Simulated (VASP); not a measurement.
## Mg: relaxation of cell and atoms with LDA

The system is Mg.

```xyz
2
Lattice="2.9335 0.0000 0.0000 -1.4668 2.5405 0.0000 0.0000 0.0000 4.7384" Properties=species:S:1:pos:R:3 pbc="T T T"
Mg    0.0000    1.6937    1.1846
Mg    1.4668    0.8468    3.5538
```

```
Program                : VASP 6.6.1
Task                   : relaxation of cell and atoms
Functional             : LDA
Potentials or basis    : VASP PAW LDA potentials, release 64 (Mg)
Cutoff                 : 600 eV
k mesh                 : 18 × 18 × 10
Occupations            : gaussian, width 0.1 eV
Spin                   : no spin polarisation
Target pressure        : 12 GPa
Dipole correction      : no
Further INCAR settings : ALGO = Normal; EDIFF = 1e-06; IBRION = 2; EDIFFG = -0.004; NSW = 70; ISIF = 3
```

The relaxed volume is 17.60 Å³/atom, the relaxed cell is a = 2.930 Å, b = 2.930 Å, c = 4.733 Å, α = 90.00°, β = 90.00°, γ = 120.00° and the space group after relaxing (to 0.05 Å) is P6_3/mmc (No. 194). The energy change on relaxing (the enthalpy is what falls) is +4.5 meV/atom. The ionic steps are 3, the pressure after relaxing is 12.0 GPa and the band gap on the k mesh is zero (band 2 reaches 5.01 eV, above the bottom of band 3 at 2.80 eV).

The path:
| step | energy change (eV) | largest force (eV/Å) | pressure (GPa) | volume (Å³) |
| --- | --- | --- | --- | --- |
| 1 | 0.0000 | 0.0000 | 11.71 | 35.31 |
| 2 | 0.0121 | 0.0000 | 12.10 | 35.15 |
| 3 | 0.0090 | 0.0000 | 12.00 | 35.19 |

Final structure:
```cif
data_structure
_symmetry_space_group_name_H-M 'P 1'
_symmetry_Int_Tables_number 1
_cell_length_a 2.9302
_cell_length_b 2.9302
_cell_length_c 4.7329
_cell_angle_alpha 90.000
_cell_angle_beta 90.000
_cell_angle_gamma 120.000
_cell_volume 35.19
loop_
_atom_site_label
_atom_site_type_symbol
_atom_site_fract_x
_atom_site_fract_y
_atom_site_fract_z
_atom_site_occupancy
Mg1 Mg 0.33333 0.66667 0.25000 1
Mg2 Mg 0.66667 0.33333 0.75000 1
```

Levels at points of the mesh, in eV from the Fermi level:
| k point | band 1 | band 2 | band 3 | band 4 | band 5 |
| --- | --- | --- | --- | --- | --- |
| (0.00, 0.00, 0.00) | -8.13 | -2.06 | -1.20 | 12.44 | 12.44 |
| (0.50, 0.00, 0.00) | -2.61 | -2.40 | 3.11 | 3.16 | 4.12 |
| (0.00, 0.00, 0.50) | -6.47 | -6.47 | 5.94 | 5.94 | 13.21 |
| (0.50, 0.00, 0.50) | -1.38 | -1.38 | -0.40 | -0.40 | 8.95 |

Wall time 56 s on 1 thread of AMD EPYC 9R14 (Zen 4) (shared host), peak memory 0.16 GiB.

Caveat: the cell is relaxed towards a set pressure, so the enthalpy falls and the energy may rise. Zero-point motion and thermal expansion aren't in these numbers.
